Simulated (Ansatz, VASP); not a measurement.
# V2N3 in VASP and in Ansatz

File INCAR:

```
SYSTEM = V2N3
PREC = Accurate
ENCUT = 520
EDIFF = 1E-6
ISMEAR = 0
SIGMA = 0.15
LREAL = .False.
LASPH = .True.
NELM = 60
ALGO = Normal
ISIF = 2
LWAVE = .False.
LCHARG = .False.
GGA = PS
NBANDS = 28
```

The input KPOINTS:

```
regular mesh
0
Gamma
  18 18 8
  0 0 0
```

The input POSCAR:

```
V2N3
1.0
    2.7797869938      0.0000000000      0.0000000000
   -1.3898934969      2.3712556614      0.0000000000
    0.0000000000      0.0000000000      6.1963538749
V N
2 3
Direct
    0.6666666667      0.3333333333      0.3021155180
    0.3333333333      0.6666666667      0.6978844820
    0.0000000000      0.0000000000      0.5000000000
    0.0000000000      0.0000000000      0.1074399115
    0.0000000000      0.0000000000      0.8925600885
```

Input for Ansatz:

```yaml
crystal:
  lattice:
    - [2.7797869938, 0.0, 0.0]
    - [-1.3898934969, 2.3712556614, 0.0]
    - [0.0, 0.0, 6.1963538749]
  atoms:
    - { symbol: V, position: [0.6666666667, 0.3333333333, 0.302115518] }
    - { symbol: V, position: [0.3333333333, 0.6666666667, 0.697884482] }
    - { symbol: "N", position: [0.0, 0.0, 0.5] }
    - { symbol: "N", position: [0.0, 0.0, 0.1074399115] }
    - { symbol: "N", position: [0.0, 0.0, 0.8925600885] }
basis:
  ecutwfc: 420
kpoints:
  mp_grid: { grid: [18, 18, 8] }
hamiltonian:
  xc: pbesol
scf:
  occupations: { method: gaussian, width: 0.15 }
output:
  forces: true
  stress: true
  eigenvalues: true
```

Change from the starting cell: strain -0.0150 x Voigt [0, 1, 0, 0, 0, 0], atoms carried along.

Alike in both runs: task single point; functional PBEsol; k mesh 18 × 18 × 8; occupations gaussian, width 0.15 eV; no spin polarisation.

```csv
,VASP,Ansatz
version,VASP 6.6.1,Ansatz 0.2.0
potentials or method,"VASP PAW PBE potentials, release 64 (V_sv, N), cutoff 520 eV","scalar-relativistic, plane waves, PAW"
valence electrons in the cell,41,41
```

VASP gave:

```
gap on the k mesh at the Fermi level (eV)                     : none
pressure (GPa)                                                : 5.4
traceless stress, the component that is largest in VASP (GPa) : 4.02
rms of the force components (eV/Å)                            : 0.041
```

Task: What did Ansatz give for the same quantities?

Result: gap on the k mesh at the Fermi level (eV): none; pressure (GPa): 4.6; traceless stress, the component that is largest in VASP (GPa): 4.24; rms of the force components (eV/Å): 0.047.

VASP's potentials were made for PBE, not for PBEsol. Atom by atom the forces differ by 0.024 eV/Å (rms over components). A gap of «none» marks a metal or a gap that the smearing closes.
